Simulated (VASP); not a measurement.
# Pt in VASP: single point with PBE

Aim: the single point of Pt with PBE.

All numbers are computed with VASP 6.6.1; they aren't measurements. Logs are shortened: lines on timing, memory, paths and dates and some standing lists are left out, and cuts for length are marked.

**1. The cell of the first run**

The typed cell holds 1 atom: a = 2.624 Å, b = 2.624 Å, c = 2.624 Å, α = 89.99°, β = 89.99°, γ = 89.99°.

This isn't the form of Pt at room conditions, which is fcc.

**2. Single point, PBE**

INCAR

```
PREC = Accurate ; ENCUT = 520
EDIFF = 1E-6 ; ISMEAR = 0
SIGMA = 0.1 ; LREAL = F
LASPH = T ; NELM = 100
ALGO = Fast ; ISIF = 2
LWAVE = F ; LCHARG = F
GGA = PE ; NBANDS = 11
```

KPOINTS

```
regular mesh
0
Gamma
  21 21 21
```

POSCAR

```
Pt
1.0
    1.8552552957      1.0711321444      1.5152313899
   -1.8552552957      1.0711321444      1.5152313899
    0.0000000000     -2.1422642888      1.5152313899
Pt
1
Direct
    0.5000000000      0.5000000000      0.5000000000
```

Potentials or basis: VASP PAW PBE potentials, release 64 (Pt).

Launch:

```bash
cat potpaw_PBE.64/Pt/POTCAR > POTCAR
mpirun -np 1 vasp_std > vasp.out
```

OUTCAR:

```text
PREC = Accurate
   ENCUT = 520
   EDIFF = 1E-6
   ISMEAR = 0
   LREAL = F
   LASPH = T
   NELM = 100
   ISIF = 2
   GGA = PE

 ion  position               nearest neighbor table
   1  0.500  0.500  0.500-

  LATTYP: Found a trigonal (rhomboedric) cell.
 ALAT       =     2.6239707407
 COS(alpha) =     0.0001856183

  Lattice vectors:

 A1 = (   1.8552552957,   1.0711321444,   1.5152313899)
 A2 = (  -1.8552552957,   1.0711321444,   1.5152313899)
 A3 = (   0.0000000000,  -2.1422642888,   1.5152313899)

Analysis of symmetry for initial positions (statically):
=====================================================================
 Subroutine PRICEL returns:
 Original cell was already a primitive cell.

 Routine SETGRP: Setting up the symmetry group for a
 trigonal (rhombohedral) supercell.

 Subroutine GETGRP returns: Found 12 space group operations
 (whereof 12 operations were pure point group operations)
 out of a pool of 12 trial point group operations.

The static configuration has the point symmetry D_3d.

Analysis of symmetry for dynamics (positions and initial velocities):
=====================================================================
 Subroutine PRICEL returns:
 Original cell was already a primitive cell.

 Routine SETGRP: Setting up the symmetry group for a
 trigonal (rhombohedral) supercell.

 Subroutine GETGRP returns: Found 12 space group operations
 (whereof 12 operations were pure point group operations)
 out of a pool of 12 trial point group operations.

The dynamic configuration has the point symmetry D_3d.

 Subroutine INISYM returns: Found 12 space group operations
 (whereof 12 operations are pure point group operations),
 and found     1 'primitive' translations

----------------------------------------------------------------------------------------

                                     Primitive cell

  volume of cell :      18.0666

  direct lattice vectors                    reciprocal lattice vectors
     1.855255296  1.071132144  1.515231390     0.269504688  0.155598604  0.219988403
    -1.855255296  1.071132144  1.515231390    -0.269504688  0.155598604  0.219988403
     0.000000000 -2.142264289  1.515231390     0.000000000 -0.311197209  0.219988403

  length of vectors
     2.623970741  2.623970741  2.623970741     0.381101824  0.381101824  0.381101824

  position of ions in fractional coordinates (direct lattice)
     0.500000000  0.500000000  0.500000000

  ion indices of the primitive-cell ions
   primitive index   ion index
                 1           1

----------------------------------------------------------------------------------------

 KPOINTS: regular mesh

Automatic generation of k-mesh.
 Grid dimensions read from file:
 generate k-points for:   21   21   21

 Generating k-lattice:

  Cartesian coordinates                     Fractional coordinates (reciprocal lattice)
     0.012833557  0.007409457  0.010475638     0.047619048  0.000000000  0.000000000
    -0.012833557  0.007409457  0.010475638     0.000000000  0.047619048  0.000000000
     0.000000000 -0.014818915  0.010475638     0.000000000  0.000000000  0.047619048

  Length of vectors
     0.018147706  0.018147706  0.018147706

  Shift w.r.t. Gamma in fractional coordinates (k-lattice)
     0.000000000  0.000000000  0.000000000

 Subroutine IBZKPT returns following result:
 ===========================================

 Found    891 irreducible k-points:

 Following reciprocal coordinates:
            Coordinates               Weight
  0.000000  0.000000  0.000000      1.000000
  0.047619 -0.000000 -0.000000      6.000000
  0.095238  0.000000  0.000000      6.000000
  0.142857 -0.000000  0.000000      6.000000
  0.190476  0.000000  0.000000      6.000000
  0.238095 -0.000000  0.000000      6.000000
[... 16 lines left out ...]
 -0.428571  0.047619  0.000000     12.000000
 -0.380952  0.047619  0.000000     12.000000
 [... further k-points ...]
   k-points           NKPTS =    891   k-points in BZ     NKDIM =    891   number of bands    NBANDS=     11
   number of dos      NEDOS =    301   number of ions     NIONS =      1
   total plane-waves  NPLWV =   8000
   dimension x,y,z NGX =    20 NGY =   20 NGZ =   20
   dimension x,y,z NGXF=    40 NGYF=   40 NGZF=   40
   ions per type =               1
   NGX,Y,Z   is equivalent  to a cutoff of  12.67, 12.67, 12.67 a.u.
   NGXF,Y,Z  is equivalent  to a cutoff of  25.34, 25.34, 25.34 a.u.
 SYSTEM =  unknown system
   PREC   = accura    normal or accurate (medium, high low for compatibility)
   ISTART =      0    job   : 0-new  1-cont  2-samecut
   ICHARG =      2    charge: 1-file 2-atom 10-const
   ISPIN  =      1    spin polarized calculation?
   LNONCOLLINEAR =      F non collinear calculations
   LSORBIT =      F    spin-orbit coupling
   LASPH  =      T    aspherical Exc in radial PAW
   ENCUT  =  520.0 eV  38.22 Ry    6.18 a.u.   4.88  4.88  4.88*2*pi/ulx,y,z
   NELM   =    100;   NELMIN=  2; NELMDL= -5     # of ELM steps
   EDIFF  = 0.1E-05   stopping-criterion for ELM
   LREAL  =      F    real-space projection
   EDIFFG = 0.1E-04   stopping-criterion for IOM
   NSW    =      0    number of steps for IOM
   IBRION =     -1    ionic relax: 0-MD 1-quasi-New 2-CG
   NFREE  =      0    steps in history (QN), initial steepest desc. (CG)
   ISIF   =      2    stress and relaxation
   ISYM   =      2    0-nonsym 1-usesym 2-fastsym
   POTIM  = 0.5000    time-step for ionic-motion
   TEBEG  =    0.0;   TEEND  =   0.0 temperature during run
   PSTRESS=    0.0 pullay stress
   NELECT =      10.0000    total number of electrons
   NUPDOWN=      -1.0000    fix difference up-down
   EMIN   =  10.00;   EMAX   =-10.00  energy-range for DOS
   EFERMI =   0.00;   METHOD = LEGACY
   ISMEAR =     0;   SIGMA  =   0.10  broadening in eV -4-tet -1-fermi 0-gaus
   EFERMI_NEDOS =   21; number of points for ismear=-14 and -15
   IALGO  =     68    algorithm
   IMIX   =      4    mixing-type and parameters
     AMIX     =   0.40;   BMIX     =  1.00
     AMIX_MAG =   1.60;   BMIX_MAG =  1.00
  volume/ion in A,a.u.               =      18.07       121.92
  Fermi-wavevector in a.u.,A,eV,Ry     =   1.344154  2.540084 24.582343  1.806751
  Thomas-Fermi vector in A             =   2.472171
   LORBIT       =      0    0 simple, 1 ext, 2 COOP (PROOUT), +10 PAW based schemes
   GGA     = PE    functional components
   LHFCALC =     F    Hartree Fock is set to
   AEXX    =    0.0000 exact exchange contribution
   IVDW    =     0    specifies the selected vdW correction
   LEPSILON=     F    determine dielectric tensor
   LRPA    =     F    only Hartree local field effects (RPA)
 non-spin polarized calculation
 RMM-DIIS sequential band-by-band and
 Gauss-broadening in eV      SIGMA  =   0.10
  energy-cutoff  :      520.00
  volume of cell :       18.07
 maximum number of plane-waves:       500
   NGX =  9   NGY =  9   NGZ =  9

 number of electron      10.0000002 magnetization

 Free energy of the ion-electron system (eV)
  ---------------------------------------------------
  ext. energy  EPLUGINS =         0.00000000
  ---------------------------------------------------
  free energy    TOTEN  =        -5.65028138 eV

  energy without entropy =       -5.64332040  energy(sigma->0) =       -5.64680089

 E-fermi :   8.1856     XC(G=0): -12.2735

 val. band max:        8.1836929523   @ k =  -0.0952   0.0476   0.0476
 cond. band min:       8.1897379389   @ k =  -0.4286   0.1429   0.0476
 fundamental gap:      0.0060449866
 Fermi energy:         8.1855841124

 k-point     1 :       0.0000    0.0000    0.0000
  band No.  band energies     occupation
      1      -0.1821      2.00000
      2       2.5708      2.00000
      3       2.5708      2.00000
      4       8.4752      0.00004
      5       8.4752      0.00004
      6       8.4755      0.00004
      7      23.3655      0.00000
      8      23.3678      0.00000
      9      23.3678      0.00000
     10      29.0602      0.00000
     11      31.7595      0.00000

 k-point     2 :       0.0476   -0.0000   -0.0000
  band No.  band energies     occupation
      1      -0.1174      2.00000
      2       2.5827      2.00000
      3       2.6272      2.00000
      4       8.4169      0.00107
      5       8.4172      0.00106
      6       8.4798      0.00003
      7      22.8814      0.00000
      8      23.4811      0.00000
      9      23.4828      0.00000
     10      29.3946      0.00000
     11      31.3286      0.00000

 k-point     3 :       0.0952    0.0000    0.0000
  band No.  band energies     occupation
      1       0.0695      2.00000
      2       2.6174      2.00000
      3       2.7994      2.00000
      4       8.2515      0.35128
      5       8.2517      0.34956
      6       8.4928      0.00001
      7      21.7531      0.00000
      8      23.8145      0.00000
      9      23.8163      0.00000
     10      29.9261      0.00000
     11      30.3899      0.00000

 k-point     4 :       0.1429   -0.0000    0.0000
  band No.  band energies     occupation
      1       0.3574      2.00000
      2       2.6724      2.00000
      3       3.0953      2.00000
      4       8.0030      1.99019
      5       8.0032      1.99008
      6       8.5135      0.00000
      7      20.3947      0.00000
      8      24.3359      0.00000
      9      24.3379      0.00000
     10      29.3262      0.00000
     11      30.2016      0.00000
[... 239 lines left out ...]
 k-point    22 :      -0.4762    0.0476    0.0000
  band No.  band energies     occupation
      1       2.4699      2.00000
      2       3.1880      2.00000
      3       6.0688      2.00000
      4       6.3680      2.00000
      5       7.9509      1.99910
      6       8.6296      0.00000
      7      12.6837      0.00000
      8      24.7620      0.00000
      9      27.6134      0.00000
     10      28.7094      0.00000
     11      29.2740      0.00000

 k-point    23 :      -0.4286    0.0476    0.0000
  band No.  band energies     occupation
      1       2.3634      2.00000
      2       3.1606      2.00000
      3       6.1070      2.00000
      4       6.4460      2.00000
      5       7.4888      2.00000
      6       8.6200      0.00000
      7      13.2376      0.00000
      8      24.9338      0.00000
      9      27.6136      0.00000
     10      28.7776      0.00000
     11      28.9128      0.00000

 k-point    24 :      -0.3810    0.0476    0.0000
  band No.  band energies     occupation
      1       2.1611      2.00000
      2       3.1088      2.00000
      3       6.0499      2.00000
      4       6.5980      2.00000
      5       6.9311      2.00000
      6       8.6019      0.00000
      7      14.1326      0.00000
      8      25.2621      0.00000
      9      27.3298      0.00000
     10      28.2941      0.00000
     11      29.1773      0.00000

 [... further k-points ...]

------------------------ aborting loop because EDIFF is reached ----------------------------------------

  FORCE on cell =-STRESS in cart. coord.  units (eV):
  Direction    XX          YY          ZZ          XY          YZ          ZX
  --------------------------------------------------------------------------------------
  -------------------------------------------------------------------------------------
  Total       -0.0508681     -0.0508681     -0.0514820      0.0000000     -0.0000000      0.0000000
  in kB       -4.5110652     -4.5110652     -4.5655055      0.0000000     -0.0000000      0.0000000
  external PRESSURE =      -4.5292119 kB  Pullay stress =       0.0000000 kB

 VOLUME and BASIS-vectors are now :
 -----------------------------------------------------------------------------
  energy-cutoff  :      520.00
  volume of cell :       18.07
      direct lattice vectors                 reciprocal lattice vectors
     1.855255296  1.071132144  1.515231390     0.269504688  0.155598604  0.219988403
    -1.855255296  1.071132144  1.515231390    -0.269504688  0.155598604  0.219988403
     0.000000000 -2.142264289  1.515231390     0.000000000 -0.311197209  0.219988403

 POSITION                                       TOTAL-FORCE (eV/Angst)
 -----------------------------------------------------------------------------------
      0.00000      0.00000      2.27285         0.000000     -0.000000      0.000000
 -----------------------------------------------------------------------------------
    total drift:                               -0.000000      0.000000      0.000000

  FREE ENERGIE OF THE ION-ELECTRON SYSTEM (eV)
  ---------------------------------------------------
  free  energy   TOTEN  =        -5.6502813805 eV

  energy  without entropy=       -5.6433203970  energy(sigma->0) =       -5.64680089
```

Wall time 43 s (1 thread of Intel Xeon 6975P-C (Granite Rapids), shared host); peak memory 0.27 GiB.

Results:

| Item | Value |
| --- | --- |
| Free energy | -5.6503 eV |
| Pressure | -0.5 GPa |
| Band gap on the k mesh | zero (bands 5 and 6 overlap by 3.01 eV) |

Caveat: spin-orbit coupling is left out, which moves the levels of the heavy elements.
